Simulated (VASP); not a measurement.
Runs of VASP 6.6.1 on Al. The structure is that of space group P6_3/mmc (No. 194), or close to it. The cells are those of the table. 

```tsv
cell	gap on the mesh (eV)	pressure (GPa)
a = 2.840, b = 2.840, c = 4.915 Å, angles 90.0, 90.0, 120.0°, 2 atoms	none	-4.9
a = 2.868, b = 2.868, c = 4.962 Å, angles 90.0, 90.0, 120.0°, 2 atoms	none	-6.4
a = 2.755, b = 2.755, c = 4.767 Å, angles 90.0, 90.0, 120.0°, 2 atoms	none	1.6
a = 2.784, b = 2.784, c = 4.818 Å, angles 90.0, 90.0, 120.0°, 2 atoms	none	(a)
```

Alike in all rows: task single point; level LDA; potentials or basis VASP PAW LDA potentials, release 64 (Al); no spin polarisation; k mesh 12 × 12 × 6; cutoff (eV) 520; smearing fermi-dirac 0.1 eV.

**Question.** Estimate the missing entries.

**Answer.** (a) -1.0.

A gap of «none» marks levels without a gap at the run's occupations.
